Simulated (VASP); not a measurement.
Wanted: the native input for a VASP 6.6.1 run.

| Property | Result |
| --- | --- |
| Task | single point |
| Functional | PBE |
| Potentials or basis | VASP PAW PBE potentials, release 64 (Ni) |
| Cutoff | 520 eV |
| k mesh | 9 × 12 × 15 |
| Occupations | fermi-dirac, width 0.1 eV |
| Spin | no spin polarisation |
| Dipole correction | no |
| Further INCAR settings | ALGO = Normal; EDIFF = 1e-06; NBANDS = 17; ISYM = 0 |

The structure of Ni lies in POSCAR:

```
Ni
1.0
   -1.7905000000     -1.7905000000     -3.5810000000
    1.7905000000     -1.7905000000      0.0000000000
   -1.7905000000     -1.7905000000      0.0000000000
Ni
2
Direct
    0.0000000000      0.0000000000      0.0000000000
    0.5000000000      0.5000000000      0.0000000000
```

One way to write it, as run:

INCAR

```
  PREC = Accurate
  ENCUT = 520
  EDIFF = 1E-6
  ISMEAR = -1
  SIGMA = 0.1
  LREAL = F
  LASPH = T
  NELM = 60
  ALGO = Normal
  ISIF = 2
  LWAVE = F
  LCHARG = F
  GGA = PE
  NBANDS = 17
  ISYM = 0
```

KPOINTS

```
Automatic mesh
0
Gamma
  9 12 15
```

Potentials or basis: VASP PAW PBE potentials, release 64 (Ni).

Run with:

```bash
$ cat potpaw_PBE.64/Ni/POTCAR > POTCAR
$ mpirun -np 1 vasp_std > vasp.out
```

It gave:

| Quantity | Value |
| --- | --- |
| Pressure | -9.6 GPa |
| Band gap on the k mesh | zero (bands 10 and 11 overlap by 0.59 eV) |

Caveat: the cell stands under tension; the run has no spin polarisation, though such a crystal can be magnetic.

It took 4.8 min on 1 thread of Intel Xeon 8259CL, on a shared host, peak memory 0.36 GiB.
